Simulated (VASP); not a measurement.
Set up this calculation in VASP 6.6.1, as the native input.

- Task: single point
- Functional: PBEsol
- Potentials or basis: VASP PAW PBE potentials, release 64 (Ta_pv, Si)
- Cutoff: 520 eV
- k mesh: 9 × 9 × 6
- Occupations: gaussian, width 0.15 eV
- Spin: no spin polarisation
- Dipole correction: no
- Further INCAR settings: ALGO = Normal; EDIFF = 1e-07; NBANDS = 38

The structure of TaSi2 lies in POSCAR:

```
TaSi2
1.0
    4.7613605622      0.0000000000      0.0000000000
   -2.3806802811      4.1234592035      0.0000000000
    0.0000000000      0.0000000000      6.5581204410
Ta Si
3 6
Direct
    0.4101097272      0.0000000000     -0.1631565034
    0.5000000000      0.5000000000      0.6666666667
    0.0000000000      0.5000000000      0.3333333333
    0.1592624125      0.3185248251      0.0000000000
    0.8407375875      0.1592624125      0.6666666667
    0.6814751749      0.8407375875      0.3333333333
    0.8407375875      0.6814751749      0.0000000000
    0.1592624125      0.8407375875      0.6666666667
    0.3185248251      0.1592624125      0.3333333333
```

This cell differs from its parent crystal: atom 1 (Ta) moved by -0.428 Å along [1 0 0] and -1.070 Å along [0 0 1].

These files were run (other wordings do the same):

INCAR

```
  ALGO = Normal
  EDIFF = 1E-7
  ENCUT = 520
  GGA = PS
  ISIF = 2
  ISMEAR = 0
  LASPH = True
  LCHARG = True
  LELF = True
  LREAL = False
  LVHAR = True
  LWAVE = False
  NBANDS = 38
  NELM = 100
  PREC = Accurate
  SIGMA = 0.15
```

KPOINTS

```
k-points
0
Gamma
  9 9 6
```

Potentials or basis: VASP PAW PBE potentials, release 64 (Ta_pv, Si).

Command:

```bash
$ cat potpaw_PBE.64/Ta_pv/POTCAR potpaw_PBE.64/Si/POTCAR > POTCAR
$ mpirun -np 1 vasp_std > vasp.out
```

Results of the run:

```json
{
  "Pressure": "47.1 GPa",
  "Largest force": "56.491 eV/Å"
}
```

Caveat: the cell differs from its parent crystal (atom 1 (Ta) moved by -0.428 Å along [1 0 0] and -1.070 Å along [0 0 1]); the PAW data sets were made with another functional, which shifts forces and pressure a little.

Run time: 13 min on 1 thread of AMD EPYC 9R45 96-Core Processor (Zen 5), with other jobs on the host, peak memory 0.88 GiB.
